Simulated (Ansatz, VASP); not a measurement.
## One calculation of Cu3O2, two programs

Contents of INCAR:

```
  PREC = Accurate
  ENCUT = 520
  EDIFF = 1E-6
  ISMEAR = 0
  SIGMA = 0.15
  LREAL = False
  LASPH = True
  NELM = 100
  ALGO = Normal
  ISIF = 2
  LWAVE = False
  LCHARG = False
  GGA = CA
  NBANDS = 30
```

Contents of KPOINTS:

```
Automatic mesh
0
Gamma
  14 14 14
```

POSCAR

```
Cu3O2
1.0
   -1.9354500000      1.9354500000      3.3971000000
    1.9354500000     -1.9354500000      3.3971000000
    1.9354500000      1.9354500000     -3.3971000000
Cu O
3 2
Direct
    0.2500000000      0.7500000000      0.5000000000
    0.7500000000      0.2500000000      0.5000000000
    0.0000000000      0.0000000000      0.0000000000
    0.0000000000      0.5000000000      0.5000000000
    0.5000000000      0.0000000000      0.5000000000
```

Input for Ansatz:

```yaml
crystal:
  lattice:
    - [-1.93545, 1.93545, 3.3971]
    - [1.93545, -1.93545, 3.3971]
    - [1.93545, 1.93545, -3.3971]
  atoms:
    - { symbol: Cu, position: [0.25, 0.75, 0.5] }
    - { symbol: Cu, position: [0.75, 0.25, 0.5] }
    - { symbol: Cu, position: [0.0, 0.0, 0.0] }
    - { symbol: O, position: [0.0, 0.5, 0.5] }
    - { symbol: O, position: [0.5, 0.0, 0.5] }
basis:
  ecutwfc: 520.0
kpoints:
  mp_grid: { grid: [14, 14, 14] }
hamiltonian:
  xc: lda
  pseudopotentials: { kind: paw, azcp: { folder: soft_1 } }
scf:
  occupations: { method: gaussian, width: 0.15 }
output:
  forces: true
  stress: true
  eigenvalues: true
```

Alike in both runs: task single point; functional LDA; k mesh 14 × 14 × 14; occupations gaussian, width 0.15 eV; no spin polarisation.

```csv
,VASP,Ansatz
version,VASP 6.6.1,Ansatz 0.2.0
potentials or method,"VASP PAW LDA potentials, release 64 (Cu, O), cutoff 520 eV","scalar-relativistic, plane waves, PAW"
valence electrons in the cell,45,69
```

|  | VASP | Ansatz | Ansatz less VASP |
| --- | --- | --- | --- |
| gap on the k mesh at the Fermi level (eV) | none | none | - |
| pressure (GPa) | 24.4 | 22.3 | -2.18 |
| traceless stress, the component that is largest in VASP (GPa) | 28.36 | 25.63 | -2.737 |

Ansatz warns that its potentials were made for another functional, while VASP's fit it. LDA's correlation is that of Perdew and Zunger in VASP and of Perdew and Wang (1992) in Ansatz. A gap of «none» marks a metal or a gap that the smearing closes. VASP's potentials hold 45 valence electrons a cell and Ansatz's 69, so a difference there can come from the potentials and not from the codes.
